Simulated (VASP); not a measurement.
A run of VASP 6.6.1:

Contents of INCAR:

```
ALGO = Normal
EDIFF = 1E-6
EDIFFG = -0.3
ENCUT = 520
GGA = PE
IBRION = 2
ISIF = 2
ISMEAR = -1
LASPH = True
LCHARG = False
LREAL = Auto
LWAVE = False
NELM = 60
NSW = 35
PREC = Accurate
SIGMA = 0.02
```

Contents of KPOINTS:

```
k-points
0
Gamma
  1 1 1
```

File POSCAR:

```
H6C2O
1.0
    7.2936330000      0.0000000000      0.0000000000
    0.0000000000      7.2936330000      0.0000000000
    0.0000000000      0.0000000000      7.2936330000
C O H
8 4 24
Direct
    0.6833725000      0.6998357000      0.4884367000
    0.4974778000      0.7890799000      0.4672253000
    0.8233186000      0.2613462000      0.6280137000
    0.6214167000      0.2157721000      0.6394117000
    1.0094862000      0.8102398000      0.9197805000
    0.8080157000      0.8318001000      0.8760076000
    0.2334046000      0.2897112000      0.2170160000
    0.0915762000      0.4381481000      0.2456953000
    0.3714257000      0.6482256000      0.4168139000
    0.5604758000      0.2685323000      0.8176614000
    0.7323022000      0.6518665000      0.8632902000
   -0.0766949000      0.3722173000      0.1708064000
    0.2514819000      0.7043908000      0.4028742000
    0.4562536000      0.8545069000      0.5965926000
    0.5032327000      0.8965339000      0.3616956000
    0.7866821000      0.8012826000      0.5272491000
    0.6776295000      0.5939703000      0.5941037000
    0.7245529000      0.6359475000      0.3594854000
    0.4307384000      0.2397156000      0.8262158000
    0.5453830000      0.2897850000      0.5323744000
    0.6001323000      0.0683112000      0.6166464000
    0.8785437000      0.2239193000      0.4937745000
    0.8440311000      0.4080253000      0.6495122000
    0.8987155000      0.1868143000      0.7336843000
    0.6027371000      0.6644084000      0.8351663000
    0.7396556000      0.9115053000      0.9841278000
    0.7907998000      0.9067863000      0.7464056000
    1.0757717000      0.9441890000      0.9313823000
    1.0262446000      0.7367561000      1.0491067000
    1.0773281000      0.7320427000      0.8116664000
   -0.1687135000      0.4668200000      0.1886471000
    0.0770019000      0.4683079000      0.3926442000
    0.1348919000      0.5652403000      0.1772313000
    0.3663053000      0.3321699000      0.2718374000
    0.1906682000      0.1639765000      0.2860837000
    0.2484895000      0.2607939000      0.0709263000
```

Potentials or basis: VASP PAW PBE potentials, release 64 (C, O, H).

Run with:

```bash
$ cat potpaw_PBE.64/C/POTCAR potpaw_PBE.64/O/POTCAR potpaw_PBE.64/H/POTCAR > POTCAR
$ mpirun -np 1 vasp_gam > vasp.out
```

Hardware: 1 thread of Intel Xeon 8259CL (shared host).

Q: How long does it take, and how much memory?

A: Wall time 22 min on 1 thread of Intel Xeon 8259CL, on a shared host, peak memory 0.41 GiB. Counts: scf iterations 211, k points 1, ion steps 25.
